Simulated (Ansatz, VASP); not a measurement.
## InSb3 in VASP and in Ansatz

The input INCAR:

```
SYSTEM = InSb3
ALGO     = Normal         ! electronic algorithm
EDIFF    = 1E-6           ! SCF threshold, eV
ENCUT    = 520            ! plane-wave cutoff, eV
GGA      = PE             ! functional
ISIF     = 2              ! what is computed and relaxed
ISMEAR   = 0              ! smearing method
LASPH    = .TRUE.         ! aspherical terms in the spheres
LCHARG   = .TRUE.         ! write CHGCAR
LELF     = .TRUE.         ! ELF
LREAL    = .FALSE.        ! projectors in reciprocal space
LVHAR    = .TRUE.       
LWAVE    = .FALSE.        ! write WAVECAR
NBANDS   = 22             ! bands
NELM     = 100            ! most SCF steps
PREC     = Accurate       ! precision mode
SIGMA    = 0.1            ! smearing width, eV
```

Contents of KPOINTS:

```
k-points
0
G
  10 10 10
  0 0 0
```

The input POSCAR:

```
InSb3
1.0
    0.0000000000      3.7403308090      3.7403308090
    3.7403308090      0.0000000000      3.7403308090
    3.7403308090      3.7403308090      0.0000000000
In Sb
1 3
Direct
    0.0000000000      0.0000000000      0.0000000000
    0.2500000000      0.2500000000      0.2500000000
    0.7500000000      0.7500000000      0.7500000000
    0.5000000000      0.5000000000      0.5000000000
```

Input for Ansatz:

```yaml
crystal:
  lattice:
    - [0.0, 3.740330809, 3.740330809]
    - [3.740330809, 0.0, 3.740330809]
    - [3.740330809, 3.740330809, 0.0]
  atoms:
    - { symbol: In, position: [0.0, 0.0, 0.0] }
    - { symbol: Sb, position: [0.25, 0.25, 0.25] }
    - { symbol: Sb, position: [0.75, 0.75, 0.75] }
    - { symbol: Sb, position: [0.5, 0.5, 0.5] }
basis:
  ecutwfc: 420
kpoints:
  mp_grid: { grid: [10, 10, 10] }
hamiltonian:
  xc: pbe
scf:
  occupations: { method: gaussian, width: 0.1 }
output:
  forces: true
  stress: true
  eigenvalues: true
```

Alike in both runs: task single point; functional PBE; k mesh 10 × 10 × 10; occupations gaussian, width 0.1 eV; no spin polarisation.

|  | VASP | Ansatz |
| --- | --- | --- |
| version | VASP 6.6.1 | Ansatz 0.2.0 |
| potentials or method | VASP PAW PBE potentials, release 64 (In_d, Sb), cutoff 520 eV | scalar-relativistic, plane waves, PAW |
| valence electrons in the cell | 28 | 58 |

|  | VASP | Ansatz | Ansatz less VASP |
| --- | --- | --- | --- |
| gap on the k mesh at the Fermi level (eV) | none | none | - |
| pressure (GPa) | 2.3 | 2.4 | +0.11 |

A gap of «none» marks a metal or a gap that the smearing closes. VASP's potentials hold 28 valence electrons a cell and Ansatz's 58, so a difference there can come from the potentials and not from the codes.

Spin-orbit coupling is off throughout.
